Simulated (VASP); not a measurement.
# LiF (I4/mmm) in VASP: notebook, part 2 of 2

VASP 6.6.1. Earlier steps stand in the parts before.

### Step 4. Single point, r2SCAN (strain +0.000 along x and y, -0.080 along z)

The input, POSCAR:

```
LiF
1.0
    0.0000000000      2.0140000000      1.8528800000
    2.0140000000      0.0000000000      1.8528800000
    2.0140000000      2.0140000000      0.0000000000
Li F
1 1
Direct
    0.0000000000      0.0000000000      0.0000000000
    0.5000000000      0.5000000000      0.5000000000
```

The input, INCAR.step1:

```
PREC = Accurate
ENCUT = 520
ISMEAR = 0
SIGMA = 0.05
LREAL = F
LASPH = T
NELM = 80
NBANDS = 12
GGA = PE
ALGO = Normal
EDIFF = 1E-4
LWAVE = T
LCHARG = F
```

The input, INCAR.step2:

```
PREC = Accurate
ENCUT = 520
EDIFF = 1E-7
ISMEAR = 0
SIGMA = 0.05
LREAL = F
LASPH = T
NELM = 80
ALGO = Normal
ISIF = 2
LWAVE = F
LCHARG = T
METAGGA = R2SCAN
LMIXTAU = T
LELF = T
LVHAR = T
NBANDS = 12
ISTART = 1
```

The input, KPOINTS:

```
Automatic mesh
0
Gamma
  10 10 10
```

Potentials or basis: VASP PAW PBE potentials, release 64 (Li_sv, F).

On the command line:

```
$ cat potpaw_PBE.64/Li_sv/POTCAR potpaw_PBE.64/F/POTCAR > POTCAR
$ cp INCAR.step1 INCAR
$ mpirun -np 1 vasp_std > vasp.out
$ cp INCAR.step2 INCAR
$ mpirun -np 1 vasp_std > vasp.out
```

OUTCAR:

```text
PREC = Accurate
   ENCUT = 520
   EDIFF = 1E-7
   ISMEAR = 0
   LREAL = F
   LASPH = T
   NELM = 80
   ISIF = 2
   METAGGA = R2SCAN
   ISTART = 1

 ion  position               nearest neighbor table
   1  0.000  0.000  0.000-   2 1.85   2 1.85   2 2.01   2 2.01   2 2.01   2 2.01
   2  0.500  0.500  0.500-   1 1.85   1 1.85   1 2.01   1 2.01   1 2.01   1 2.01

  LATTYP: Found a body centered tetragonal cell.
 ALAT       =     2.8482261146
 C/A-ratio  =     1.3010764774

  Lattice vectors:

 A1 = (   0.0000000000,  -2.0140000000,  -1.8528800000)
 A2 = (   0.0000000000,   2.0140000000,  -1.8528800000)
 A3 = (   2.0140000000,   0.0000000000,   1.8528800000)

Analysis of symmetry for initial positions (statically):
=====================================================================
 Subroutine PRICEL returns:
 Original cell was already a primitive cell.

 Routine SETGRP: Setting up the symmetry group for a
 body centered tetragonal supercell.

 Subroutine GETGRP returns: Found 16 space group operations
 (whereof 16 operations were pure point group operations)
 out of a pool of 16 trial point group operations.

The static configuration has the point symmetry D_4h.

Analysis of symmetry for dynamics (positions and initial velocities):
=====================================================================
 Subroutine PRICEL returns:
 Original cell was already a primitive cell.

 Routine SETGRP: Setting up the symmetry group for a
 body centered tetragonal supercell.

 Subroutine GETGRP returns: Found 16 space group operations
 (whereof 16 operations were pure point group operations)
 out of a pool of 16 trial point group operations.

The dynamic configuration has the point symmetry D_4h.

 Subroutine INISYM returns: Found 16 space group operations
 (whereof 16 operations are pure point group operations),
 and found     1 'primitive' translations

----------------------------------------------------------------------------------------

                                     Primitive cell

  volume of cell :      15.0313

  direct lattice vectors                    reciprocal lattice vectors
     0.000000000  2.014000000  1.852880000    -0.248262165  0.248262165  0.269850179
     2.014000000  0.000000000  1.852880000     0.248262165 -0.248262165  0.269850179
     2.014000000  2.014000000  0.000000000     0.248262165  0.248262165 -0.269850179

  length of vectors
     2.736669563  2.736669563  2.848226115     0.442817484  0.442817484  0.442817484

  position of ions in fractional coordinates (direct lattice)
     0.000000000  0.000000000  0.000000000
     0.500000000  0.500000000  0.500000000

  ion indices of the primitive-cell ions
   primitive index   ion index
                 1           1
                 2           2

----------------------------------------------------------------------------------------

 KPOINTS: Automatic mesh

Automatic generation of k-mesh.
 Grid dimensions read from file:
 generate k-points for:   10   10   10

 Generating k-lattice:

[... 23 lines left out ...]
  0.500000  0.000000  0.000000      4.000000
[... 16 lines left out ...]
  0.300000  0.300000  0.000000      2.000000
  0.400000  0.300000  0.000000      8.000000
 [... further k-points ...]
   k-points           NKPTS =    102   k-points in BZ     NKDIM =    102   number of bands    NBANDS=     12
   number of dos      NEDOS =    301   number of ions     NIONS =      2
   total plane-waves  NPLWV =   9600
   dimension x,y,z NGX =    20 NGY =   20 NGZ =   24
   dimension x,y,z NGXF=    40 NGYF=   40 NGZF=   48
   ions per type =               1   1
   NGX,Y,Z   is equivalent  to a cutoff of  12.15, 12.15, 14.01 a.u.
   NGXF,Y,Z  is equivalent  to a cutoff of  24.30, 24.30, 28.02 a.u.
 SYSTEM =  unknown system
   PREC   = accura    normal or accurate (medium, high low for compatibility)
   ISTART =      1    job   : 0-new  1-cont  2-samecut
   ICHARG =      0    charge: 1-file 2-atom 10-const
   ISPIN  =      1    spin polarized calculation?
   LNONCOLLINEAR =      F non collinear calculations
   LSORBIT =      F    spin-orbit coupling
   LASPH  =      T    aspherical Exc in radial PAW
   ENCUT  =  520.0 eV  38.22 Ry    6.18 a.u.   5.09  5.09  5.30*2*pi/ulx,y,z
   NELM   =     80;   NELMIN=  2; NELMDL=  0     # of ELM steps
   EDIFF  = 0.1E-06   stopping-criterion for ELM
   LREAL  =      F    real-space projection
   EDIFFG = 0.1E-05   stopping-criterion for IOM
   NSW    =      0    number of steps for IOM
   IBRION =     -1    ionic relax: 0-MD 1-quasi-New 2-CG
   NFREE  =      0    steps in history (QN), initial steepest desc. (CG)
   ISIF   =      2    stress and relaxation
   ISYM   =      2    0-nonsym 1-usesym 2-fastsym
   POTIM  = 0.5000    time-step for ionic-motion
   TEBEG  =    0.0;   TEEND  =   0.0 temperature during run
   PSTRESS=    0.0 pullay stress
   NELECT =      10.0000    total number of electrons
   NUPDOWN=      -1.0000    fix difference up-down
   EMIN   =  10.00;   EMAX   =-10.00  energy-range for DOS
   EFERMI =   0.00;   METHOD = LEGACY
   ISMEAR =     0;   SIGMA  =   0.05  broadening in eV -4-tet -1-fermi 0-gaus
   EFERMI_NEDOS =   21; number of points for ismear=-14 and -15
   IALGO  =     38    algorithm
   IMIX   =      4    mixing-type and parameters
     AMIX     =   0.40;   BMIX     =  1.00
     AMIX_MAG =   1.60;   BMIX_MAG =  1.00
  volume/ion in A,a.u.               =       7.52        50.72
  Fermi-wavevector in a.u.,A,eV,Ry     =   1.429144  2.700691 27.789267  2.042454
  Thomas-Fermi vector in A             =   2.549130
   LORBIT       =      0    0 simple, 1 ext, 2 COOP (PROOUT), +10 PAW based schemes
   METAGGA = R2SCAN    functional components
   LHFCALC =     F    Hartree Fock is set to
   AEXX    =    0.0000 exact exchange contribution
   IVDW    =     0    specifies the selected vdW correction
   LEPSILON=     F    determine dielectric tensor
   LRPA    =     F    only Hartree local field effects (RPA)
 non-spin polarized calculation
 Gauss-broadening in eV      SIGMA  =   0.05
  energy-cutoff  :      520.00
  volume of cell :       15.03
 maximum number of plane-waves:       427
   NGX = 11   NGY = 11   NGZ = 11

 number of electron       9.9999993 magnetization

 Free energy of the ion-electron system (eV)
  ---------------------------------------------------
  ext. energy  EPLUGINS =         0.00000000
  ---------------------------------------------------
  free energy    TOTEN  =       -11.85864534 eV

  energy without entropy =      -11.85864534  energy(sigma->0) =      -11.85864534

 E-fermi :  -0.6913     XC(G=0): -10.9836

 val. band max:       -1.0490595696   @ k =   0.0000   0.0000   0.0000
 cond. band min:       9.9260428187   @ k =   0.0000   0.0000   0.0000
 fundamental gap:     10.9751023883
 Fermi energy:        -0.6912778078

 k-point     1 :       0.0000    0.0000    0.0000
  band No.  band energies     occupation
      1     -43.0114      2.00000
      2     -22.4492      2.00000
      3      -1.3052      2.00000
      4      -1.0491      2.00000
      5      -1.0491      2.00000
      6       9.9260      0.00000
      7      25.0760      0.00000
      8      25.0771      0.00000
      9      25.4258      0.00000
     10      25.4290      0.00000
     11      25.7855      0.00000
     12      27.9277      0.00000
[... 331 lines left out ...]
 k-point    24 :       0.4000    0.3000    0.0000
  band No.  band energies     occupation
      1     -42.9150      2.00000
      2     -21.8308      2.00000
      3      -3.6050      2.00000
      4      -2.2190      2.00000
      5      -2.1309      2.00000
      6      14.5424      0.00000
      7      16.6840      0.00000
      8      20.5992      0.00000
      9      20.8173      0.00000
     10      21.8491      0.00000
     11      35.9289      0.00000
     12      37.4299      0.00000

 [... further k-points ...]

------------------------ aborting loop because EDIFF is reached ----------------------------------------

  FORCE on cell =-STRESS in cart. coord.  units (eV):
  Direction    XX          YY          ZZ          XY          YZ          ZX
  --------------------------------------------------------------------------------------
  -------------------------------------------------------------------------------------
  Total        0.1187241      0.1187241      1.3190664      0.0000000     -0.0000000      0.0000000
  in kB       12.6547399     12.6547399    140.5986111      0.0000000     -0.0000000      0.0000000
  external PRESSURE =      55.3026970 kB  Pullay stress =       0.0000000 kB

 VOLUME and BASIS-vectors are now :
 -----------------------------------------------------------------------------
  energy-cutoff  :      520.00
  volume of cell :       15.03
      direct lattice vectors                 reciprocal lattice vectors
     0.000000000  2.014000000  1.852880000    -0.248262165  0.248262165  0.269850179
     2.014000000  0.000000000  1.852880000     0.248262165 -0.248262165  0.269850179
     2.014000000  2.014000000  0.000000000     0.248262165  0.248262165 -0.269850179

 POSITION                                       TOTAL-FORCE (eV/Angst)
 -----------------------------------------------------------------------------------
      0.00000      0.00000      0.00000        -0.000000     -0.000000      0.000000
      2.01400      2.01400      1.85288         0.000000      0.000000     -0.000000
 -----------------------------------------------------------------------------------
    total drift:                                0.000000      0.000000      0.000000

  FREE ENERGIE OF THE ION-ELECTRON SYSTEM (eV)
  ---------------------------------------------------
  free  energy   TOTEN  =       -11.8586453374 eV

  energy  without entropy=      -11.8586453374  energy(sigma->0) =      -11.85864534
```

OUTCAR.step1:

```text
PREC = Accurate
   ENCUT = 520
   ISMEAR = 0
   LREAL = F
   LASPH = T
[... 583 lines left out ...]
 -----------------------------------------------------------------------------------
      0.00000      0.00000      0.00000        -0.000000      0.000000     -0.000000
      2.01400      2.01400      1.85288         0.000000     -0.000000      0.000000
 -----------------------------------------------------------------------------------
    total drift:                                0.000000      0.000000      0.000000

  FREE ENERGIE OF THE ION-ELECTRON SYSTEM (eV)
  ---------------------------------------------------
  free  energy   TOTEN  =        -9.5604909909 eV

  energy  without entropy=       -9.5604909909  energy(sigma->0) =       -9.56049099
```

OSZICAR.step1:

```text
N       E                     dE             d eps       ncg     rms          rms(c)
DAV:   1     0.308273067727E+02    0.30827E+02   -0.53921E+03  2540   0.852E+02
DAV:   2    -0.913870839642E+01   -0.39966E+02   -0.39291E+02  2940   0.191E+02
DAV:   3    -0.100782797483E+02   -0.93957E+00   -0.93708E+00  3268   0.253E+01
DAV:   4    -0.100863013843E+02   -0.80216E-02   -0.80213E-02  2788   0.244E+00
DAV:   5    -0.100863831377E+02   -0.81753E-04   -0.81753E-04  3188   0.182E-01    0.460E+00
DAV:   6    -0.954932086390E+01    0.53706E+00   -0.24486E+00  2796   0.993E+00    0.134E+00
DAV:   7    -0.955374178905E+01   -0.44209E-02   -0.22523E-02  3204   0.131E+00    0.853E-01
DAV:   8    -0.956046738239E+01   -0.67256E-02   -0.14048E-02  3060   0.123E+00    0.107E-01
DAV:   9    -0.956049099095E+01   -0.23609E-04   -0.93931E-04  2828   0.273E-01
   1 F= -.95604910E+01 E0= -.95604910E+01  d E =-.135425E-16
```

Run time: 64 s. Hardware: 1 thread of Intel Xeon Platinum 8259CL at 2.50GHz (Skylake/Cascade Lake), shared host; peak memory 0.13 GiB.

Results:

* Free energy: -11.8586 eV
* Band gap on the k mesh: 10.98 eV

Caveat: the cell differs from its parent crystal (strain +0.000 along x and y, -0.080 along z); the cutoff is under 1.25 times the usual one of these potentials, so pressure, stress and relaxed cells hold a basis-set (Pulay) error; the PAW data sets were made with another functional, which shifts forces and pressure a little.

### Step 5. Summary

| cell | gap on the mesh (eV) |
| --- | --- |
| a = 2.796, b = 2.796, c = 2.620 Å, angles 62.1, 62.1, 55.9°, 2 atoms | 11.27 |
| a = 2.857, b = 2.857, c = 2.620 Å, angles 62.7, 62.7, 54.6°, 2 atoms | 10.83 |
| a = 2.737, b = 2.737, c = 2.848 Å, angles 58.6, 58.6, 62.7°, 2 atoms | 10.98 |

Alike in all rows: task single point; level r2SCAN; potentials or basis VASP PAW PBE potentials, release 64 (Li_sv, F); no spin polarisation; k mesh 10 × 10 × 10; cutoff (eV) 520; smearing gaussian 0.05 eV.

Caveats: the cutoff is under 1.25 times the usual one of these potentials, so pressure, stress and relaxed cells hold a basis-set (Pulay) error; the PAW data sets were made with another functional, which shifts forces and pressure a little.

Absolute energies hang on the potentials; compare differences alone.
